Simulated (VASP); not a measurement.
Eu:

```
Eu
1.0
    -2.30300    2.30300    2.30300
     2.30300   -2.30300    2.30300
     2.30300    2.30300   -2.30300
Eu
1
Direct
  0.00000 0.00000 0.00000
```

Base run:

- Program: VASP 6.6.1
- Functional: PBE
- Potentials or basis: VASP PAW PBE potentials, release 64 (Eu)
- Cutoff: 520 eV
- k mesh: 8 × 8 × 8
- Occupations: gaussian, width 0.05 eV
- Spin: collinear spin, ferromagnetic start
- Starting moments: [7.0] μB

Its results: pressure -1.8 GPa; net moment 7.37 μB per cell; site moments Eu +6.70 μB.

Task: After a change of settings the same cell gave: pressure -3.8 GPa; net moment 7.24 μB per cell; site moments Eu +6.70 μB. Which change was it?
A. functional from PBE to PBEsol; occupations from gaussian, width 0.05 eV to fermi-dirac, width 0.05 eV
B. functional from PBE to LDA; occupations from gaussian, width 0.05 eV to fermi-dirac, width 0.05 eV
C. occupations from gaussian, width 0.05 eV to fermi-dirac, width 0.05 eV; further incar settings from ALGO = Normal; EDIFF = 1e-06; NBANDS = 18 to ALGO = Normal; EDIFF = 1e-07; NBANDS = 18

Result: B.

Caveats: the PAW data sets were made with another functional, which shifts forces and pressure a little (some runs).
